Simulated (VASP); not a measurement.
# Be (P6_3/mmc) in VASP: a series of runs, part 2 of 2

VASP 6.6.1.

### 4 Relaxation of shape and atoms at fixed volume, r2SCAN (7.19 Å³/atom)

This run uses another cell than the first one, of 7.19 Å³/atom.

The input, POSCAR:

```
Be
1.0
    2.1899628656      0.0000000000      0.0000000000
   -1.0949814328      1.8965634749      0.0000000000
    0.0000000000      0.0000000000      3.4640887065
Be
2
Direct
    0.3333333333      0.6666666667      0.2500000000
    0.6666666667      0.3333333333      0.7500000000
```

The input, INCAR.step1:

```
PREC = Accurate
ENCUT = 600
ISMEAR = 0
SIGMA = 0.1
LREAL = False
LASPH = True
NELM = 60
GGA = PE
ALGO = Normal
EDIFF = 1E-4
LWAVE = True
LCHARG = False
```

The input, INCAR.step2:

```
PREC = Accurate
ENCUT = 600
EDIFF = 1E-6
ISMEAR = 0
SIGMA = 0.1
LREAL = False
LASPH = True
NELM = 60
ALGO = Normal
ISIF = 4
LWAVE = False
LCHARG = False
METAGGA = R2SCAN
LMIXTAU = True
IBRION = 2
NSW = 50
EDIFFG = -0.01
ISTART = 1
```

The input, KPOINTS:

```
regular mesh
0
Gamma
  21 21 12
```

Run with:

```console
> cat potpaw_PBE.64/Be/POTCAR > POTCAR
> cp INCAR.step1 INCAR
> mpirun -np 1 vasp_std > vasp.out
> cp INCAR.step2 INCAR
> mpirun -np 1 vasp_std > vasp.out
```

Run time: 3.1 min. Hardware: 1 thread of Intel Xeon 8259CL, shared host; peak memory 0.15 GiB.

The run converged. Its results:

| Quantity | Value |
| --- | --- |
| Free energy | -8.6186 eV |
| Energy gained by relaxing | 0.0 meV/atom |
| Ionic steps | 2 |
| Pressure after relaxing | 13.9 GPa |
| Band gap on the k mesh | zero (bands 2 and 3 overlap by 2.32 eV) |

Final structure:
```cif
data_structure
_symmetry_space_group_name_H-M 'P 1'
_symmetry_Int_Tables_number 1
_cell_length_a 2.1889
_cell_length_b 2.1889
_cell_length_c 3.4676
_cell_angle_alpha 90.000
_cell_angle_beta 90.000
_cell_angle_gamma 120.000
_cell_volume 14.39
loop_
_atom_site_label
_atom_site_type_symbol
_atom_site_fract_x
_atom_site_fract_y
_atom_site_fract_z
_atom_site_occupancy
Be1 Be 0.33333 0.66667 0.25000 1
Be2 Be 0.66667 0.33333 0.75000 1
```

Levels at points of the mesh, in eV from the Fermi level:
```tsv
k point	band 1	band 2	band 3	band 4	band 5	band 6
(0.00, 0.00, 0.00)	-12.84	-5.23	1.24	18.69	18.69	21.89
(0.00, 0.00, 0.50)	-10.44	-10.44	11.99	11.99	20.61	20.61
```

Caveat: the PAW data sets were made with another functional, which shifts forces and pressure a little.

### 5 Relaxation of shape and atoms at fixed volume, r2SCAN (8.70 Å³/atom)

The input, POSCAR:

```
Be
1.0
    2.3367130194      0.0000000000      0.0000000000
   -1.1683565097      2.0236528362      0.0000000000
    0.0000000000      0.0000000000      3.6779264687
Be
2
Direct
    0.3333333333      0.6666666667      0.2500000000
    0.6666666667      0.3333333333      0.7500000000
```

The input, INCAR.step1:

```
SYSTEM = Be
PREC = Accurate
ENCUT = 600
ISMEAR = 0
SIGMA = 0.1
LREAL = .False.
LASPH = .True.
NELM = 80
GGA = PE
ALGO = Normal
EDIFF = 1E-4
LWAVE = .True.
LCHARG = .False.
```

The input, INCAR.step2:

```
SYSTEM = Be
PREC = Accurate
ENCUT = 600
EDIFF = 1E-7
ISMEAR = 0
SIGMA = 0.1
LREAL = .False.
LASPH = .True.
NELM = 80
ALGO = Normal
ISIF = 4
LWAVE = .False.
LCHARG = .False.
METAGGA = R2SCAN
LMIXTAU = .True.
IBRION = 2
NSW = 50
EDIFFG = -0.01
ISTART = 1
```

The input, KPOINTS:

```
regular mesh
0
Gamma
  21 21 12
  0 0 0
```

Potentials or basis: VASP PAW PBE potentials, release 64 (Be).

Run with:

```console
> cat potpaw_PBE.64/Be/POTCAR > POTCAR
> cp INCAR.step1 INCAR
> mpirun -np 1 vasp_std > vasp.out
> cp INCAR.step2 INCAR
> mpirun -np 1 vasp_std > vasp.out
```

OUTCAR:

```text
SYSTEM = Be
   PREC = Accurate
   ENCUT = 600
   EDIFF = 1E-7
   ISMEAR = 0
   LREAL = .False.
   LASPH = .True.
   NELM = 80
   ISIF = 4
   METAGGA = R2SCAN
   IBRION = 2
   NSW = 50
   EDIFFG = -0.01
   ISTART = 1

 ion  position               nearest neighbor table
   1  0.333  0.667  0.250-   2 2.28   2 2.28   2 2.28   2 2.28   2 2.28   2 2.28
   2  0.667  0.333  0.750-   1 2.28   1 2.28   1 2.28   1 2.28   1 2.28   1 2.28

  LATTYP: Found a hexagonal cell.
 ALAT       =     2.3367130194
 C/A-ratio  =     1.5739743983

  Lattice vectors:

 A1 = (   2.3367130194,   0.0000000000,   0.0000000000)
 A2 = (  -1.1683565097,   2.0236528362,   0.0000000000)
 A3 = (   0.0000000000,   0.0000000000,   3.6779264687)

Analysis of symmetry for initial positions (statically):
=====================================================================
 Subroutine PRICEL returns:
 Original cell was already a primitive cell.

 Routine SETGRP: Setting up the symmetry group for a
 hexagonal supercell.

 Subroutine GETGRP returns: Found 24 space group operations
 (whereof 12 operations were pure point group operations)
 out of a pool of 24 trial point group operations.

[... 216 lines left out ...]
 fundamental gap:      0.0145806343
 Fermi energy:         6.4144211663

 k-point     1 :       0.0000    0.0000    0.0000
  band No.  band energies     occupation
      1      -5.3199      2.00000
      2       1.9803      2.00000
      3       7.1568      0.00000
      4      22.4767      0.00000
      5      22.4767      0.00000
      6      25.3338      0.00000
[... 199 lines left out ...]
 k-point    24 :       0.1905    0.0952    0.0000
  band No.  band energies     occupation
      1      -3.4170      2.00000
      2       4.3537      2.00000
      3       7.7024      0.00000
      4      14.4590      0.00000
      5      16.7708      0.00000
      6      22.7032      0.00000

 [... further k-points ...]

------------------------ aborting loop because EDIFF is reached ----------------------------------------

  FORCE on cell =-STRESS in cart. coord.  units (eV):
  Direction    XX          YY          ZZ          XY          YZ          ZX
  --------------------------------------------------------------------------------------
  -------------------------------------------------------------------------------------
  Total       -1.0817613     -1.0817613     -1.0928499      0.0000000     -0.0000000      0.0000000
  in kB      -99.6546530    -99.6546530   -100.6761687      0.0000000     -0.0000000      0.0000000
  external PRESSURE =     -99.9951583 kB  Pullay stress =       0.0000000 kB

 VOLUME and BASIS-vectors are now :
 -----------------------------------------------------------------------------
  energy-cutoff  :      600.00
  volume of cell :       17.39
      direct lattice vectors                 reciprocal lattice vectors
     2.337678551  0.000000000  0.000000000     0.427774811  0.246975902  0.000000000
    -1.168839276  2.024489011 -0.000000000     0.000000000  0.493951804  0.000000000
     0.000000000  0.000000000  3.674888907    -0.000000000  0.000000000  0.272117069

 POSITION                                       TOTAL-FORCE (eV/Angst)
 -----------------------------------------------------------------------------------
     -0.00000      1.34966      0.91872        -0.000000      0.000000      0.000000
      1.16884      0.67483      2.75617         0.000000      0.000000     -0.000000
 -----------------------------------------------------------------------------------
    total drift:                                0.000000     -0.000000      0.000000

  FREE ENERGIE OF THE ION-ELECTRON SYSTEM (eV)
  ---------------------------------------------------
  free  energy   TOTEN  =        -8.6253805602 eV

  energy  without entropy=       -8.6236683449  energy(sigma->0) =       -8.62452445

 reached required accuracy - stopping structural energy minimisation
```

OUTCAR.step1:

```text
SYSTEM = Be
   PREC = Accurate
   ENCUT = 600
   ISMEAR = 0
   LREAL = .False.
   LASPH = .True.
[... 441 lines left out ...]
     -0.00000      1.34910      0.91948        -0.000000      0.000000      0.000000
      1.16836      0.67455      2.75844         0.000000      0.000000      0.000000
 -----------------------------------------------------------------------------------
    total drift:                                0.000000     -0.000000      0.000000

  FREE ENERGIE OF THE ION-ELECTRON SYSTEM (eV)
  ---------------------------------------------------
  free  energy   TOTEN  =        -7.4791789782 eV

  energy  without entropy=       -7.4775048275  energy(sigma->0) =       -7.47834190
```

OSZICAR.step1:

```text
N       E                     dE             d eps       ncg     rms          rms(c)
DAV:   1    -0.204411059189E+01   -0.20441E+01   -0.18568E+03  4050   0.602E+02
DAV:   2    -0.747680143378E+01   -0.54327E+01   -0.51375E+01  6162   0.673E+01
DAV:   3    -0.752819809561E+01   -0.51397E-01   -0.50696E-01  5310   0.549E+00
DAV:   4    -0.752834000359E+01   -0.14191E-03   -0.14190E-03  5988   0.208E-01
DAV:   5    -0.752834047024E+01   -0.46665E-06   -0.46641E-06  5010   0.373E-03    0.112E+00
DAV:   6    -0.749402202861E+01    0.34318E-01   -0.38444E-03  4980   0.878E-01    0.681E-01
DAV:   7    -0.747919910991E+01    0.14823E-01   -0.46132E-03  4956   0.929E-01    0.224E-02
DAV:   8    -0.747917897821E+01    0.20132E-04   -0.11823E-05  4344   0.448E-02
   1 F= -.74791790E+01 E0= -.74783419E+01  d E =-.167415E-02
```

It took 4.8 min on 1 thread of Intel Xeon 8259CL, shared host; peak memory 0.16 GiB.

What came out:

| Item | Value |
| --- | --- |
| Free energy | -8.6254 eV |
| Energy gained by relaxing | 0.0 meV/atom |
| Ionic steps | 2 |
| Pressure after relaxing | -10.0 GPa |
| Band gap on the k mesh | zero (bands 2 and 3 overlap by 2.13 eV) |

Final structure:
```xyz
2
Lattice="2.3377 0.0000 0.0000 -1.1688 2.0245 0.0000 0.0000 0.0000 3.6749" Properties=species:S:1:pos:R:3 pbc="T T T"
Be    0.0000    1.3497    0.9187
Be    1.1688    0.6748    2.7562
```

Caveat: the PAW data sets were made with another functional, which shifts forces and pressure a little.

### 6 Overview

| task | cell | cutoff (eV) | gap on the mesh (eV) | pressure (GPa) |
| --- | --- | --- | --- | --- |
| single point | a = 2.338, b = 2.338, c = 3.673 Å, angles 90.0, 90.0, 120.0°, 2 atoms | 520 | none | -10.0 |
| relaxation of shape and atoms at fixed volume | relaxed from a = 2.165, b = 2.165, c = 3.428 Å, angles 90.0, 90.0, 120.0°, 2 atoms | 600 | none | 19.9 |
| relaxation of shape and atoms at fixed volume | relaxed from a = 2.190, b = 2.190, c = 3.464 Å, angles 90.0, 90.0, 120.0°, 2 atoms | 600 | none | 13.9 |
| relaxation of shape and atoms at fixed volume | relaxed from a = 2.337, b = 2.337, c = 3.678 Å, angles 90.0, 90.0, 120.0°, 2 atoms | 600 | none | -10.0 |

Alike in all rows: level r2SCAN; potentials or basis VASP PAW PBE potentials, release 64 (Be); no spin polarisation; k mesh 21 × 21 × 12; smearing gaussian 0.1 eV.

Caveats: the PAW data sets were made with another functional, which shifts forces and pressure a little; the cell stands under tension (at least some runs).

Total energies depend on the potentials used, so only differences within one code and one set of settings carry meaning.
